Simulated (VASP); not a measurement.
LiF:

```
Li F
1.0
     3.08105    0.00000    0.00000
    -1.54053    2.66827    0.00000
     0.00000    0.00000    4.78523
Li F
2 2
Cartesian
  0.0000 1.7788 1.8301
  1.5405 0.8894 4.2227
  0.0000 1.7788 4.7496
  1.5405 0.8894 2.3570
```

Program: VASP 6.6.1. Alike in all runs: task single point; potentials or basis VASP PAW PBE potentials, release 64 (Li_sv, F); no spin polarisation; cell as given; cutoff (eV) 520; smearing gaussian 0.01 eV.

**Question.** Order these runs on this cell by their band gap on the k mesh, lowest first.
A. level PBE-based screened hybrid with 30 % exact exchange; k mesh 6 × 6 × 2; grid for exact exchange (PRECFOCK) Normal; share of exact exchange 0.3; screening parameter 0.1 1/Å
B. level r2SCAN; k mesh 3 × 3 × 3
C. level r2SCAN; k mesh 6 × 6 × 4, shifted
D. level r2SCAN50; k mesh 6 × 6 × 2; grid for exact exchange (PRECFOCK) Normal; share of exact exchange 0.5
E. level HSE06; k mesh 6 × 6 × 2; grid for exact exchange (PRECFOCK) Normal; share of exact exchange 0.25; screening parameter 0.2079 1/Å

**Answer.** B (8.68 eV), C (8.89 eV), E (10.00 eV), A (10.91 eV), D (13.92 eV).

Caveats: some runs use coarse meshes; a shifted mesh leaves out Γ, where band edges can lie (at least some runs).

A k mesh can miss the band edges, odd and even meshes differently.
